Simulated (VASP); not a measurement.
# Hf (I4/mmm) in VASP: single point with r2SCAN

Aim: the single point of Hf with r2SCAN.

Everything below comes from runs of VASP 6.6.1. Logs are shortened: lines on timing, memory, paths and dates and some standing lists are left out, and cuts for length are marked.

## (1) The cell of the first run

Symmetry: I4/mmm, No. 139, tetragonal system. The conventional cell has a = 3.610 Å, b = 3.610 Å, c = 3.393 Å, α = 90.00°, β = 90.00°, γ = 90.00°. Within 4.0 Å of Hf (site symmetry 4/mmm) lie 14 Hf at 3.07 to 3.61 Å.

## (2) Single point, r2SCAN (strain -0.0600 x Voigt [1, 0, 0, 0, 0, 0])

File POSCAR:

```
Hf
1.0
   -1.6967000000      1.8050000000      1.8050000000
    1.6967000000     -1.8050000000      1.8050000000
    1.6967000000      1.8050000000     -1.8050000000
Hf
1
Direct
    0.0000000000      0.0000000000      0.0000000000
```

File INCAR.step1:

```
ALGO = Normal ; EDIFF = 1E-4
ENCUT = 520 ; GGA = PE
ISMEAR = 0 ; LASPH = T
LCHARG = F ; LREAL = F
LWAVE = T ; NBANDS = 11
NELM = 100 ; PREC = Accurate
SIGMA = 0.15
```

File INCAR.step2:

```
ALGO = Normal ; EDIFF = 1E-6
ENCUT = 520 ; ISIF = 2
ISMEAR = 0 ; ISTART = 1
LASPH = T ; LCHARG = F
LMIXTAU = T ; LREAL = F
LWAVE = F ; METAGGA = R2SCAN
NBANDS = 11 ; NELM = 100
PREC = Accurate ; SIGMA = 0.15
```

File KPOINTS:

```
k-points
0
Gamma
  18 18 18
```

Potentials or basis: VASP PAW PBE potentials, release 64 (Hf_pv).

Command:

```
> cat potpaw_PBE.64/Hf_pv/POTCAR > POTCAR
> cp INCAR.step1 INCAR
> mpirun -np 1 vasp_std > vasp.out
> cp INCAR.step2 INCAR
> mpirun -np 1 vasp_std > vasp.out
```

OUTCAR:

```text
EDIFF = 1E-6
   ENCUT = 520
   ISIF = 2
   ISMEAR = 0
   ISTART = 1
   LASPH = T
   LREAL = F
   METAGGA = R2SCAN
   NELM = 100
   PREC = Accurate

 ion  position               nearest neighbor table
   1  0.000  0.000  0.000-

  LATTYP: Found a body centered tetragonal cell.
 ALAT       =     3.6100000000
 C/A-ratio  =     0.9400000000

  Lattice vectors:

 A1 = (  -1.6967000000,   1.8050000000,  -1.8050000000)
 A2 = (  -1.6967000000,  -1.8050000000,   1.8050000000)
 A3 = (   1.6967000000,   1.8050000000,   1.8050000000)

Analysis of symmetry for initial positions (statically):
=====================================================================
 Subroutine PRICEL returns:
 Original cell was already a primitive cell.

 Routine SETGRP: Setting up the symmetry group for a
 body centered tetragonal supercell.

 Subroutine GETGRP returns: Found 16 space group operations
 (whereof 16 operations were pure point group operations)
 out of a pool of 16 trial point group operations.

The static configuration has the point symmetry D_4h.

Analysis of symmetry for dynamics (positions and initial velocities):
=====================================================================
 Subroutine PRICEL returns:
 Original cell was already a primitive cell.

 Routine SETGRP: Setting up the symmetry group for a
 body centered tetragonal supercell.

 Subroutine GETGRP returns: Found 16 space group operations
 (whereof 16 operations were pure point group operations)
 out of a pool of 16 trial point group operations.

The dynamic configuration has the point symmetry D_4h.

 Subroutine INISYM returns: Found 16 space group operations
 (whereof 16 operations are pure point group operations),
 and found     1 'primitive' translations

----------------------------------------------------------------------------------------

                                     Primitive cell

  volume of cell :      22.1116

  direct lattice vectors                    reciprocal lattice vectors
    -1.696700000  1.805000000  1.805000000     0.000000000  0.277008310  0.277008310
     1.696700000 -1.805000000  1.805000000     0.294689692  0.000000000  0.277008310
     1.696700000  1.805000000 -1.805000000     0.294689692  0.277008310  0.000000000

  length of vectors
     3.065100470  3.065100470  3.065100470     0.391748909  0.404444827  0.404444827

  position of ions in fractional coordinates (direct lattice)
     0.000000000  0.000000000  0.000000000

  ion indices of the primitive-cell ions
   primitive index   ion index
                 1           1

----------------------------------------------------------------------------------------

 KPOINTS: k-points

Automatic generation of k-mesh.
 Grid dimensions read from file:
 generate k-points for:   18   18   18

 Generating k-lattice:

  Cartesian coordinates                     Fractional coordinates (reciprocal lattice)
     0.000000000  0.015389351  0.015389351     0.055555556  0.000000000  0.000000000
     0.016371650  0.000000000  0.015389351    -0.000000000  0.055555556  0.000000000
     0.016371650  0.015389351  0.000000000    -0.000000000  0.000000000  0.055555556

  Length of vectors
     0.021763828  0.022469157  0.022469157

  Shift w.r.t. Gamma in fractional coordinates (k-lattice)
     0.000000000  0.000000000  0.000000000

 Subroutine IBZKPT returns following result:
 ===========================================

 Found    480 irreducible k-points:

 Following reciprocal coordinates:
            Coordinates               Weight
  0.000000  0.000000  0.000000      1.000000
  0.055556  0.000000  0.000000      4.000000
  0.111111  0.000000  0.000000      4.000000
  0.166667  0.000000  0.000000      4.000000
  0.222222  0.000000  0.000000      4.000000
  0.277778  0.000000  0.000000      4.000000
[... 16 lines left out ...]
  0.166667  0.111111  0.000000     16.000000
  0.222222  0.111111  0.000000     16.000000
 [... further k-points ...]
   k-points           NKPTS =    480   k-points in BZ     NKDIM =    480   number of bands    NBANDS=     11
   number of dos      NEDOS =    301   number of ions     NIONS =      1
   total plane-waves  NPLWV =  13824
   dimension x,y,z NGX =    24 NGY =   24 NGZ =   24
   dimension x,y,z NGXF=    48 NGYF=   48 NGZF=   48
   ions per type =               1
   NGX,Y,Z   is equivalent  to a cutoff of  13.02, 13.02, 13.02 a.u.
   NGXF,Y,Z  is equivalent  to a cutoff of  26.03, 26.03, 26.03 a.u.
 SYSTEM =  unknown system
   PREC   = accura    normal or accurate (medium, high low for compatibility)
   ISTART =      1    job   : 0-new  1-cont  2-samecut
   ICHARG =      0    charge: 1-file 2-atom 10-const
   ISPIN  =      1    spin polarized calculation?
   LNONCOLLINEAR =      F non collinear calculations
   LSORBIT =      F    spin-orbit coupling
   LASPH  =      T    aspherical Exc in radial PAW
   ENCUT  =  520.0 eV  38.22 Ry    6.18 a.u.   5.70  5.70  5.70*2*pi/ulx,y,z
   NELM   =    100;   NELMIN=  2; NELMDL=  0     # of ELM steps
   EDIFF  = 0.1E-05   stopping-criterion for ELM
   LREAL  =      F    real-space projection
   EDIFFG = 0.1E-04   stopping-criterion for IOM
   NSW    =      0    number of steps for IOM
   IBRION =     -1    ionic relax: 0-MD 1-quasi-New 2-CG
   NFREE  =      0    steps in history (QN), initial steepest desc. (CG)
   ISIF   =      2    stress and relaxation
   ISYM   =      2    0-nonsym 1-usesym 2-fastsym
   POTIM  = 0.5000    time-step for ionic-motion
   TEBEG  =    0.0;   TEEND  =   0.0 temperature during run
   PSTRESS=    0.0 pullay stress
   NELECT =      10.0000    total number of electrons
   NUPDOWN=      -1.0000    fix difference up-down
   EMIN   =  10.00;   EMAX   =-10.00  energy-range for DOS
   EFERMI =   0.00;   METHOD = LEGACY
   ISMEAR =     0;   SIGMA  =   0.15  broadening in eV -4-tet -1-fermi 0-gaus
   EFERMI_NEDOS =   21; number of points for ismear=-14 and -15
   IALGO  =     38    algorithm
   IMIX   =      4    mixing-type and parameters
     AMIX     =   0.40;   BMIX     =  1.00
     AMIX_MAG =   1.60;   BMIX_MAG =  1.00
  volume/ion in A,a.u.               =      22.11       149.22
  Fermi-wavevector in a.u.,A,eV,Ry     =   1.256613  2.374655 21.484649  1.579077
  Thomas-Fermi vector in A             =   2.390313
   LORBIT       =      0    0 simple, 1 ext, 2 COOP (PROOUT), +10 PAW based schemes
   METAGGA = R2SCAN    functional components
   LHFCALC =     F    Hartree Fock is set to
   AEXX    =    0.0000 exact exchange contribution
   IVDW    =     0    specifies the selected vdW correction
   LEPSILON=     F    determine dielectric tensor
   LRPA    =     F    only Hartree local field effects (RPA)
 non-spin polarized calculation
 Gauss-broadening in eV      SIGMA  =   0.15
  energy-cutoff  :      520.00
  volume of cell :       22.11
 maximum number of plane-waves:       610
   NGX = 11   NGY = 11   NGZ = 11

 number of electron       9.9999999 magnetization

 Free energy of the ion-electron system (eV)
  ---------------------------------------------------
  ext. energy  EPLUGINS =         0.00000000
  ---------------------------------------------------
  free energy    TOTEN  =       -44.96141503 eV

  energy without entropy =      -44.94048006  energy(sigma->0) =      -44.95094754

 E-fermi :   4.5540     XC(G=0): -12.2270

 val. band max:        4.5519544174   @ k =   0.1111   0.1111   0.1111
 cond. band min:       4.5544162960   @ k =  -0.4444  -0.4444   0.1111
 fundamental gap:      0.0024618786
 Fermi energy:         4.5539711690

 k-point     1 :       0.0000    0.0000    0.0000
  band No.  band energies     occupation
      1     -26.3991      2.00000
      2     -26.3991      2.00000
      3     -26.3895      2.00000
      4      -2.8907      2.00000
      5       5.8248      0.00000
      6       6.6109      0.00000
      7       6.6109      0.00000
      8       8.6086      0.00000
      9       9.6693      0.00000
     10      18.2073      0.00000
     11      18.2073      0.00000

 k-point     2 :       0.0556    0.0000    0.0000
  band No.  band energies     occupation
      1     -26.4274      2.00000
      2     -26.3985      2.00000
      3     -26.3972      2.00000
      4      -2.7754      2.00000
      5       5.8061      0.00000
      6       6.5354      0.00000
      7       6.7236      0.00000
      8       8.4735      0.00000
      9       9.6462      0.00000
     10      16.7148      0.00000
     11      18.3301      0.00000

 k-point     3 :       0.1111    0.0000    0.0000
  band No.  band energies     occupation
      1     -26.5084      2.00000
      2     -26.4191      2.00000
      3     -26.3968      2.00000
      4      -2.4391      2.00000
      5       5.7169      0.00000
      6       6.3268      0.00000
      7       7.0582      0.00000
      8       8.1882      0.00000
      9       9.5892      0.00000
     10      16.7148      0.00000
     11      18.6350      0.00000

 k-point     4 :       0.1667    0.0000    0.0000
  band No.  band energies     occupation
      1     -26.6303      2.00000
      2     -26.4525      2.00000
      3     -26.3942      2.00000
      4      -1.9109      2.00000
      5       5.4910      0.00000
      6       6.0297      0.00000
      7       7.6049      0.00000
      8       7.9887      0.00000
      9       9.5276      0.00000
     10      16.7147      0.00000
     11      18.8918      0.00000
[... 239 lines left out ...]
 k-point    22 :       0.1111    0.1111    0.0000
  band No.  band energies     occupation
      1     -26.6856      2.00000
      2     -26.4675      2.00000
      3     -26.4182      2.00000
      4      -1.5719      2.00000
      5       5.2917      0.00000
      6       5.8326      0.00000
      7       7.7621      0.00000
      8       8.1215      0.00000
      9       9.5689      0.00000
     10      16.7147      0.00000
     11      19.5439      0.00000

 k-point    23 :       0.1667    0.1111    0.0000
  band No.  band energies     occupation
      1     -26.8128      2.00000
      2     -26.5071      2.00000
      3     -26.4232      2.00000
      4      -0.9164      2.00000
      5       4.9417      0.00026
      6       5.5125      0.00000
      7       7.9368      0.00000
      8       8.6897      0.00000
      9       9.6519      0.00000
     10      16.7146      0.00000
     11      18.9910      0.00000

 k-point    24 :       0.2222    0.1111    0.0000
  band No.  band energies     occupation
      1     -26.9435      2.00000
      2     -26.5560      2.00000
      3     -26.4234      2.00000
      4      -0.1902      2.00000
      5       4.6011      0.65681
      6       5.2285      0.00000
      7       8.0540      0.00000
      8       9.5725      0.00000
      9       9.7384      0.00000
     10      16.7141      0.00000
     11      17.8933      0.00000

 [... further k-points ...]
[... 5 lines left out ...]
  --------------------------------------------------------------------------------------
  -------------------------------------------------------------------------------------
  Total       -0.3400539      0.1795526      0.1795526      0.0000000      0.0000000      0.0000000
  in kB      -24.6398946     13.0101629     13.0101629      0.0000000      0.0000000      0.0000000
  external PRESSURE =       0.4601437 kB  Pullay stress =       0.0000000 kB

 VOLUME and BASIS-vectors are now :
 -----------------------------------------------------------------------------
  energy-cutoff  :      520.00
  volume of cell :       22.11
      direct lattice vectors                 reciprocal lattice vectors
    -1.696700000  1.805000000  1.805000000     0.000000000  0.277008310  0.277008310
     1.696700000 -1.805000000  1.805000000     0.294689692  0.000000000  0.277008310
     1.696700000  1.805000000 -1.805000000     0.294689692  0.277008310  0.000000000

 POSITION                                       TOTAL-FORCE (eV/Angst)
 -----------------------------------------------------------------------------------
      0.00000      0.00000      0.00000         0.000000      0.000000      0.000000
 -----------------------------------------------------------------------------------
    total drift:                               -0.000000      0.000000      0.000000

  FREE ENERGIE OF THE ION-ELECTRON SYSTEM (eV)
  ---------------------------------------------------
  free  energy   TOTEN  =       -44.9614150343 eV

  energy  without entropy=      -44.9404800552  energy(sigma->0) =      -44.95094754
```

It took 4.9 min on 1 thread of Intel Xeon 8259CL, shared host; peak memory 0.24 GiB.

Results:

```yaml
Free_energy: -44.9614 eV
Pressure: 0.0 GPa
Band_gap_on_the_k_mesh: zero (bands 5 and 6 overlap by 2.34 eV)
```

Stress tensor (GPa, compression positive):
```
-2.46  0.00  0.00
 0.00  1.30  0.00
 0.00  0.00  1.30
```

Levels at points of the mesh, in eV from the Fermi level:
```csv
k point,band 2,band 3,band 4,band 5,band 6,band 7,band 8,band 9
"(0.00, 0.00, 0.00)",-30.95,-30.94,-7.44,1.27,2.06,2.06,4.05,5.12
"(0.50, 0.00, 0.00)",-31.19,-30.93,-3.60,0.14,0.62,3.84,5.21,7.92
"(0.00, 0.50, 0.00)",-31.24,-30.98,-3.49,-0.67,1.04,4.60,5.91,8.02
"(0.50, 0.50, 0.50)",-31.59,-31.47,-2.85,-2.70,7.06,7.06,7.12,7.12
```

Caveat: the cell differs from its parent crystal (strain -0.0600 x Voigt [1, 0, 0, 0, 0, 0]); the PAW data sets were made with another functional, which shifts forces and pressure a little; spin-orbit coupling is left out, which moves the levels of the heavy elements.
